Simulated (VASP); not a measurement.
Input of a VASP 6.6.1 run:

INCAR

```
SYSTEM = Al
PREC = Accurate
ENCUT = 520
EDIFF = 1E-6
ISMEAR = -1
SIGMA = 0.1
LREAL = Auto
LASPH = .True.
NELM = 100
ALGO = Normal
ISIF = 2
LWAVE = .False.
LCHARG = .False.
GGA = PE
IVDW = 12
NBANDS = 44
```

Contents of KPOINTS:

```
regular mesh
0
Gamma
  3 2 1
  0 0 0
```

The input POSCAR:

```
Al
1.0
    5.7275650000      0.0000000000      0.0000000000
    4.2956740000      7.4403250000      0.0000000000
    0.0000000000      0.0000000000     16.6765370000
Al
19
Direct
    0.1666667000      0.1111111000      0.0599645000
    0.6666667000      0.1111111000      0.0599645000
    0.1666667000      0.4444444000      0.0599645000
    0.6666667000      0.4444444000      0.0599645000
    0.1666667000      0.7777778000      0.0599645000
    0.6666667000      0.7777778000      0.0599645000
   -0.1649666677      0.2206813780      0.1997368221
    0.3348579193      0.2215352025      0.1992844400
   -0.1678119002      0.5558037472      0.1986229455
    0.3344139131      0.5550428800      0.1992898338
   -0.1657691706      0.8890923058      0.1991506420
    0.3334529811      0.8887948702      0.1992780731
    0.0025883027      0.0000683760      0.3426918064
    0.4952430604      0.0088032988      0.3373223701
   -0.0017982597      0.3335102576      0.3410945645
    0.5051123016      0.3307538513      0.3394672738
    0.0069725679      0.6623820748      0.3378574190
    0.4969406669      0.6620494723      0.3371923945
    0.6569435132      0.7821812928      0.4644040211
```

Potentials or basis: VASP PAW PBE potentials, release 64 (Al).

The run is started by

```console
$ cat potpaw_PBE.64/Al/POTCAR > POTCAR
$ mpirun -np 1 vasp_std > vasp.out
```

(1) What does it give for the dispersion energy per atom?

(2) What does it give for the largest force?

Answers

(1) -0.230 eV.

(2) 0.125 eV/Å.

Caveat: the k points lie up to 0.42 Å⁻¹ apart.
